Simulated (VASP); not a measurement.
Write the native input for VASP 6.6.1 that does the following.

```
Task                   : single point
Functional             : PBE
Potentials or basis    : VASP PAW PBE potentials, release 64 (Mg_sv, C, Au_sv_GW, N)
Cutoff                 : 840 eV
k mesh                 : 4 × 4 × 4
Occupations            : gaussian, width 0.1 eV
Spin                   : no spin polarisation
Dipole correction      : no
Further INCAR settings : ALGO = Normal; EDIFF = 1e-06; NBANDS = 44
```

The structure of MgAuC4N4 lies in POSCAR:

```
MgAuC4N4
1.0
    5.9605641800      0.0000000000      0.0000000000
    0.0000000000      5.9605641800      0.0000000000
    0.0000000000      0.0000000000      5.9605641800
Mg C Au N
1 4 1 4
Direct
    0.5000000000      0.5000000000      0.5000000000
    0.1856838400      0.1856838400      0.1856838400
    0.1856838400      0.8143161600      0.8143161600
    0.8143161600      0.1856838400      0.8143161600
    0.8143161600      0.8143161600      0.1856838400
    0.0000000000      0.0000000000      0.0000000000
    0.2990120100      0.2990120100      0.2990120100
    0.2990120100      0.7009879900      0.7009879900
    0.7009879900      0.2990120100      0.7009879900
    0.7009879900      0.7009879900      0.2990120100
```

One way to write it, as run:

INCAR

```
ALGO = Normal ; EDIFF = 1E-6
ENCUT = 840 ; GGA = PE
GGA_COMPAT = F ; ISIF = 2
ISMEAR = 0 ; LASPH = T
LCHARG = T ; LELF = T
LREAL = F ; LVHAR = T
LWAVE = F ; NBANDS = 44
NELM = 120 ; PREC = Accurate
SIGMA = 0.1
```

KPOINTS

```
k-points
0
Gamma
  4 4 4
```

Potentials or basis: VASP PAW PBE potentials, release 64 (Mg_sv, C, Au_sv_GW, N).

Command:

```sh
$ cat potpaw_PBE.64/Mg_sv/POTCAR potpaw_PBE.64/C/POTCAR potpaw_PBE.64/Au_sv_GW/POTCAR potpaw_PBE.64/N/POTCAR > POTCAR
$ mpirun -np 1 vasp_std > vasp.out
```

Results of the run:

* Pressure: 5.8 GPa
* Largest force: 2.451 eV/Å
* Band gap on the k mesh: zero (an odd number of electrons rules out a gap without spin polarisation)

Caveat: the cell stands under pressure; spin-orbit coupling is left out, which moves the levels of the heavy elements; an odd number of electrons without spin polarisation forces a metal; a magnetic or distorted state may lie lower.

It took 2.5 min on 1 thread of Intel(R) Xeon(R) 6975P-C (Granite Rapids) (shared host), peak memory 0.56 GiB.
